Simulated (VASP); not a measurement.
**Fe: single point with LDA**

Crystal: Fe.

```
Fe
1.0
    -1.37460    1.37460    1.37460
     1.37460   -1.37460    1.37460
     1.37460    1.37460   -1.37460
Fe
1
Direct
  0.00000 0.00000 0.00000
```

| Quantity | Value |
| --- | --- |
| Program | VASP 6.6.1 |
| Task | single point |
| Functional | LDA |
| Potentials or basis | VASP PAW LDA potentials, release 64 (Fe) |
| Cutoff | 520 eV |
| k mesh | 16 × 16 × 16 |
| Occupations | methfessel-paxton, width 0.03 eV |
| Spin | collinear spin, ferromagnetic start |
| Starting moments | [1.988] μB |
| Dipole correction | no |
| Further INCAR settings | ALGO = Normal; EDIFF = 1e-06; NBANDS = 14 |

```json
{
  "Pressure": "-0.9 GPa",
  "Net moment": "1.94 μB per cell",
  "Site moments": "Fe +1.91 μB",
  "Valence electrons inside the program's atomic spheres": "Fe 7.48"
}
```

Levels at points of the mesh, in eV from the Fermi level:
Spin up:
```csv
k point,band 2,band 3,band 4,band 5,band 6,band 7,band 8,band 9
"(0.00, 0.00, 0.00)",-2.53,-2.53,-2.53,-0.99,-0.99,25.65,25.65,25.65
"(0.50, 0.00, 0.00)",-3.80,-0.95,-0.75,0.32,0.60,8.13,18.92,21.42
"(0.50, 0.50, 0.50)",-5.42,0.28,0.28,0.28,10.36,10.36,10.36,16.55
```
Spin down:
| k point | band 1 | band 2 | band 3 | band 4 | band 5 | band 6 | band 7 |
| --- | --- | --- | --- | --- | --- | --- | --- |
| (0.00, 0.00, 0.00) | -8.76 | -0.97 | -0.97 | -0.97 | 1.11 | 1.11 | 25.83 |
| (0.50, 0.00, 0.00) | -4.40 | -2.39 | 0.70 | 1.02 | 1.40 | 2.41 | 9.34 |
| (0.50, 0.50, 0.50) | -3.98 | -3.98 | 2.07 | 2.07 | 2.07 | 10.82 | 10.82 |

It took 42 s on 1 thread of AMD EPYC 7R43 64-Core Processor (Zen 3), on a shared host, peak memory 0.1 GiB.
